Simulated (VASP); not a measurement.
# Ge in VASP: a series of runs

Ge is run at these levels: PBEsol; tasks: single point.

All numbers are computed with VASP 6.6.1; they aren't measurements. Logs are shortened: lines on timing, memory, paths and dates and some standing lists are left out, and cuts for length are marked.

## Step 1: The cell of the first run

The structure is trigonal, space group P3m1 (No. 156). Conventional cell: a = 4.050 Å, b = 4.050 Å, c = 10.993 Å, α = 90.00°, β = 90.00°, γ = 120.00°. Ge (site symmetry 3m) has 3 Ge at 2.41 Å within 3.2 Å. Ge (site symmetry 3m) has 3 Ge at 2.44 Å within 3.2 Å. Within 3.2 Å of Ge (site symmetry 3m) lie 3 Ge at 2.41 Å. Within 3.2 Å of Ge (site symmetry 3m) lie 3 Ge at 2.44 Å.

## Step 2: Single point, PBEsol

INCAR reads:

```
SYSTEM = Ge
PREC     = Accurate       ! precision mode
ENCUT    = 520            ! plane-wave cutoff, eV
EDIFF    = 1E-7           ! SCF threshold, eV
ISMEAR   = -1             ! smearing method
SIGMA    = 0.05           ! smearing width, eV
LREAL    = .FALSE.        ! projectors in reciprocal space
LASPH    = .TRUE.         ! aspherical terms in the spheres
NELM     = 60             ! most SCF steps
ALGO     = Normal         ! electronic algorithm
ISIF     = 2              ! what is computed and relaxed
LWAVE    = .FALSE.        ! write WAVECAR
LCHARG   = .TRUE.         ! write CHGCAR
GGA      = PS             ! functional
LELF     = .TRUE.         ! ELF
LVHAR    = .TRUE.       
NBANDS   = 36             ! bands
```

KPOINTS reads:

```
Automatic mesh
0
G
  6 6 2
  0 0 0
```

POSCAR reads:

```
Ge
1.0
    4.0504050000      0.0000000000      0.0000000000
   -2.0252020000      3.5077530000      0.0000000000
    0.0000000000      0.0000000000     10.9933590000
Ge
4
Direct
    0.0000000000      0.0000000000      0.9683555992
    0.0000000000      0.0000000000      0.4774520000
    0.3333333333      0.6666666667      0.9148480000
    0.6666666667      0.3333333333      0.4148480000
```

Potentials or basis: VASP PAW PBE potentials, release 64 (Ge_d).

Run with:

```bash
cat potpaw_PBE.64/Ge_d/POTCAR > POTCAR
mpirun -np 1 vasp_std > vasp.out
```

OUTCAR:

```text
SYSTEM = Ge
   PREC = Accurate
   ENCUT = 520
   EDIFF = 1E-7
   ISMEAR = -1
   LREAL = .FALSE.
   LASPH = .TRUE.
   NELM = 60
   ISIF = 2
   GGA = PS

 ion  position               nearest neighbor table
   1  0.000  0.000  0.968-   3 2.41   3 2.41   3 2.41
   2  0.000  0.000  0.477-   4 2.44   4 2.44   4 2.44
   3  0.333  0.667  0.915-   1 2.41   1 2.41   1 2.41
   4  0.667  0.333  0.415-   2 2.44   2 2.44   2 2.44

  LATTYP: Found a hexagonal cell.
 ALAT       =     4.0504050000
 C/A-ratio  =     2.7141382158

  Lattice vectors:

 A1 = (   4.0504050000,   0.0000000000,   0.0000000000)
 A2 = (  -2.0252020000,   3.5077530000,   0.0000000000)
 A3 = (   0.0000000000,   0.0000000000,  10.9933590000)

Analysis of symmetry for initial positions (statically):
=====================================================================
 Subroutine PRICEL returns:
 Original cell was already a primitive cell.

 Routine SETGRP: Setting up the symmetry group for a
 hexagonal supercell.

 Subroutine GETGRP returns: Found  6 space group operations
 (whereof  6 operations were pure point group operations)
 out of a pool of 24 trial point group operations.

The static configuration has the point symmetry C_3v.

Analysis of symmetry for dynamics (positions and initial velocities):
=====================================================================
 Subroutine PRICEL returns:
 Original cell was already a primitive cell.

 Routine SETGRP: Setting up the symmetry group for a
 hexagonal supercell.

 Subroutine GETGRP returns: Found  6 space group operations
 (whereof  6 operations were pure point group operations)
 out of a pool of 24 trial point group operations.

The dynamic configuration has the point symmetry C_3v.

 Subroutine INISYM returns: Found  6 space group operations
 (whereof  6 operations are pure point group operations),
 and found     1 'primitive' translations

----------------------------------------------------------------------------------------

                                     Primitive cell

  volume of cell :     156.1917

  direct lattice vectors                    reciprocal lattice vectors
     4.050405000  0.000000000  0.000000000     0.246888891  0.142541358  0.000000000
    -2.025202000  3.507753000  0.000000000     0.000000000  0.285082787  0.000000000
     0.000000000  0.000000000 10.993359000     0.000000000  0.000000000  0.090964008

  length of vectors
     4.050405000  4.050404208 10.993359000     0.285082731  0.285082787  0.090964008

  position of ions in fractional coordinates (direct lattice)
     0.000000000  0.000000000  0.968355599
     0.000000000  0.000000000  0.477452000
     0.333333333  0.666666667  0.914848000
     0.666666667  0.333333333  0.414848000

  ion indices of the primitive-cell ions
   primitive index   ion index
                 1           1
                 2           2
                 3           3
                 4           4

----------------------------------------------------------------------------------------

 KPOINTS: Automatic mesh

Automatic generation of k-mesh.
 Grid dimensions read from file:
 generate k-points for:    6    6    2

 Generating k-lattice:

  Cartesian coordinates                     Fractional coordinates (reciprocal lattice)
     0.041148149  0.023756893  0.000000000     0.166666667  0.000000000  0.000000000
     0.000000000  0.047513798  0.000000000     0.000000000  0.166666667  0.000000000
     0.000000000  0.000000000  0.045482004     0.000000000  0.000000000  0.500000000

  Length of vectors
     0.047513788  0.047513798  0.045482004

  Shift w.r.t. Gamma in fractional coordinates (k-lattice)
     0.000000000  0.000000000  0.000000000

 Subroutine IBZKPT returns following result:
 ===========================================

 Found     14 irreducible k-points:

 Following reciprocal coordinates:
            Coordinates               Weight
  0.000000  0.000000  0.000000      1.000000
  0.166667  0.000000  0.000000      6.000000
  0.333333  0.000000  0.000000      6.000000
  0.500000  0.000000  0.000000      3.000000
  0.166667  0.166667  0.000000      6.000000
  0.333333  0.166667  0.000000     12.000000
  0.333333  0.333333  0.000000      2.000000
  0.000000  0.000000  0.500000      1.000000
  0.166667  0.000000  0.500000      6.000000
  0.333333  0.000000  0.500000      6.000000
  0.500000  0.000000  0.500000      3.000000
  0.166667  0.166667  0.500000      6.000000
  0.333333  0.166667  0.500000     12.000000
  0.333333  0.333333  0.500000      2.000000
   k-points           NKPTS =     14   k-points in BZ     NKDIM =     14   number of bands    NBANDS=     36
   number of dos      NEDOS =    301   number of ions     NIONS =      4
   total plane-waves  NPLWV =  75600
   dimension x,y,z NGX =    30 NGY =   30 NGZ =   84
   dimension x,y,z NGXF=    60 NGYF=   60 NGZF=  168
   ions per type =               4
   NGX,Y,Z   is equivalent  to a cutoff of  12.31, 12.31, 12.70 a.u.
   NGXF,Y,Z  is equivalent  to a cutoff of  24.63, 24.63, 25.41 a.u.
 SYSTEM =  Ge
   PREC   = accura    normal or accurate (medium, high low for compatibility)
   ISTART =      0    job   : 0-new  1-cont  2-samecut
   ICHARG =      2    charge: 1-file 2-atom 10-const
   ISPIN  =      1    spin polarized calculation?
   LNONCOLLINEAR =      F non collinear calculations
   LSORBIT =      F    spin-orbit coupling
   LASPH  =      T    aspherical Exc in radial PAW
   ENCUT  =  520.0 eV  38.22 Ry    6.18 a.u.   7.53  7.53 20.44*2*pi/ulx,y,z
   NELM   =     60;   NELMIN=  2; NELMDL= -5     # of ELM steps
   EDIFF  = 0.1E-06   stopping-criterion for ELM
   LREAL  =      F    real-space projection
   EDIFFG = 0.1E-05   stopping-criterion for IOM
   NSW    =      0    number of steps for IOM
   IBRION =     -1    ionic relax: 0-MD 1-quasi-New 2-CG
   NFREE  =      0    steps in history (QN), initial steepest desc. (CG)
   ISIF   =      2    stress and relaxation
   ISYM   =      2    0-nonsym 1-usesym 2-fastsym
   POTIM  = 0.5000    time-step for ionic-motion
   TEBEG  =    0.0;   TEEND  =   0.0 temperature during run
   PSTRESS=    0.0 pullay stress
   NELECT =      56.0000    total number of electrons
   NUPDOWN=      -1.0000    fix difference up-down
   EMIN   =  10.00;   EMAX   =-10.00  energy-range for DOS
   EFERMI =   0.00;   METHOD = LEGACY
   ISMEAR =    -1;   SIGMA  =   0.05  broadening in eV -4-tet -1-fermi 0-gaus
   EFERMI_NEDOS =   21; number of points for ismear=-14 and -15
   IALGO  =     38    algorithm
   IMIX   =      4    mixing-type and parameters
     AMIX     =   0.40;   BMIX     =  1.00
     AMIX_MAG =   1.60;   BMIX_MAG =  1.00
  volume/ion in A,a.u.               =      39.05       263.51
  Fermi-wavevector in a.u.,A,eV,Ry     =   1.163014  2.197777 18.403257  1.352601
  Thomas-Fermi vector in A             =   2.299568
   LORBIT       =      0    0 simple, 1 ext, 2 COOP (PROOUT), +10 PAW based schemes
   GGA     = PS    functional components
   LHFCALC =     F    Hartree Fock is set to
   AEXX    =    0.0000 exact exchange contribution
   IVDW    =     0    specifies the selected vdW correction
   LEPSILON=     F    determine dielectric tensor
   LRPA    =     F    only Hartree local field effects (RPA)
 non-spin polarized calculation
  energy-cutoff  :      520.00
  volume of cell :      156.19
 maximum number of plane-waves:      4241
   NGX = 15   NGY = 15   NGZ = 41

 number of electron      55.9999985 magnetization

 Free energy of the ion-electron system (eV)
  ---------------------------------------------------
  ext. energy  EPLUGINS =         0.00000000
  ---------------------------------------------------
  free energy    TOTEN  =       -17.41293754 eV

  energy without entropy =      -17.39976225  energy(sigma->0) =      -17.40634989

 E-fermi :   0.7591     XC(G=0):  -7.3006

 val. band max:        0.7569929492   @ k =   0.3333   0.3333   0.0000
 cond. band min:       0.7647870659   @ k =   0.3333   0.3333   0.5000
 fundamental gap:      0.0077941167
 Fermi energy:         0.7590639413

 k-point     1 :       0.0000    0.0000    0.0000
  band No.  band energies     occupation
      1     -23.8337      2.00000
      2     -23.8337      2.00000
      3     -23.8043      2.00000
      4     -23.7928      2.00000
      5     -23.7928      2.00000
      6     -23.6958      2.00000
[... 28 lines left out ...]
     35       4.6106      0.00000
     36       4.6838      0.00000

 k-point     2 :       0.1667    0.0000    0.0000
  band No.  band energies     occupation
      1     -23.8503      2.00000
      2     -23.8483      2.00000
      3     -23.8179      2.00000
      4     -23.7784      2.00000
      5     -23.7688      2.00000
      6     -23.6892      2.00000
[... 28 lines left out ...]
     35       5.5087      0.00000
     36       5.6284      0.00000

 k-point     3 :       0.3333    0.0000    0.0000
  band No.  band energies     occupation
      1     -23.8649      2.00000
      2     -23.8642      2.00000
      3     -23.8367      2.00000
      4     -23.7663      2.00000
      5     -23.7494      2.00000
      6     -23.6974      2.00000
[... 28 lines left out ...]
     35       7.1935      0.00000
     36       7.4614      0.00000
[... 352 lines left out ...]
 k-point    13 :       0.3333    0.1667    0.5000
  band No.  band energies     occupation
      1     -23.8881      2.00000
      2     -23.8554      2.00000
      3     -23.8449      2.00000
      4     -23.7645      2.00000
      5     -23.7224      2.00000
      6     -23.7085      2.00000
[... 28 lines left out ...]
     35       6.8060      0.00000
     36       6.8214      0.00000

 k-point    14 :       0.3333    0.3333    0.5000
  band No.  band energies     occupation
      1     -23.9015      2.00000
      2     -23.8495      2.00000
      3     -23.8492      2.00000
      4     -23.7602      2.00000
      5     -23.7178      2.00000
      6     -23.6932      2.00000
[... 28 lines left out ...]
     35       6.9312      0.00000
     36       6.9697      0.00000

------------------------ aborting loop because EDIFF is reached ----------------------------------------

  FORCE on cell =-STRESS in cart. coord.  units (eV):
  Direction    XX          YY          ZZ          XY          YZ          ZX
  --------------------------------------------------------------------------------------
  -------------------------------------------------------------------------------------
  Total       -1.7290266     -1.7290260     -0.4297484     -0.0000002      0.0000000     -0.0000000
  in kB      -17.7359475    -17.7359412     -4.4082574     -0.0000025      0.0000000     -0.0000000
  external PRESSURE =     -13.2933821 kB  Pullay stress =       0.0000000 kB

 VOLUME and BASIS-vectors are now :
 -----------------------------------------------------------------------------
  energy-cutoff  :      520.00
  volume of cell :      156.19
      direct lattice vectors                 reciprocal lattice vectors
     4.050405000  0.000000000  0.000000000     0.246888891  0.142541358  0.000000000
    -2.025202000  3.507753000  0.000000000     0.000000000  0.285082787  0.000000000
     0.000000000  0.000000000 10.993359000     0.000000000  0.000000000  0.090964008

 POSITION                                       TOTAL-FORCE (eV/Angst)
 -----------------------------------------------------------------------------------
      0.00000      0.00000     10.64548         0.000000      0.000000      0.144145
      0.00000      0.00000      5.24880         0.000000      0.000000     -0.159251
      0.00000      2.33850     10.05725        -0.000000      0.000000     -0.153223
      2.02520      1.16925      4.56057        -0.000000      0.000000      0.168330
 -----------------------------------------------------------------------------------
    total drift:                               -0.000000     -0.000000      0.001846

  FREE ENERGIE OF THE ION-ELECTRON SYSTEM (eV)
  ---------------------------------------------------
  free  energy   TOTEN  =       -17.4129375402 eV

  energy  without entropy=      -17.3997622452  energy(sigma->0) =      -17.40634989
```

Wall time 81 s (1 thread of Intel Xeon Platinum 8375C at 2.90GHz (Ice Lake), shared host); peak memory 0.28 GiB.

Results:

| Item | Value |
| --- | --- |
| Free energy | -17.4129 eV |
| Pressure | -1.3 GPa |
| Largest force | 0.168 eV/Å |

Forces on the atoms (eV/Å):
```
Ge   0.000  0.000  0.144
Ge   0.000  0.000 -0.159
Ge   0.000  0.000 -0.153
Ge   0.000  0.000  0.168
```

Stress tensor (GPa, compression positive):
```
-1.77  0.00  0.00
 0.00 -1.77  0.00
 0.00  0.00 -0.44
```

Levels at points of the mesh, in eV from the Fermi level:
| k point | band 26 | band 27 | band 28 | band 29 | band 30 | band 31 |
| --- | --- | --- | --- | --- | --- | --- |
| (0.00, 0.00, 0.00) | -0.74 | -0.45 | -0.45 | 0.07 | 0.47 | 1.74 |
| (0.50, 0.00, 0.00) | -1.97 | -1.25 | -1.06 | 0.62 | 0.84 | 1.32 |
| (0.00, 0.00, 0.50) | -0.74 | -0.45 | -0.45 | 0.06 | 0.41 | 2.59 |
| (0.50, 0.00, 0.50) | -1.97 | -1.16 | -1.13 | 0.66 | 0.71 | 1.33 |

Caveat: the PAW data sets were made with another functional, which shifts forces and pressure a little.

[end of part 1 of 2]
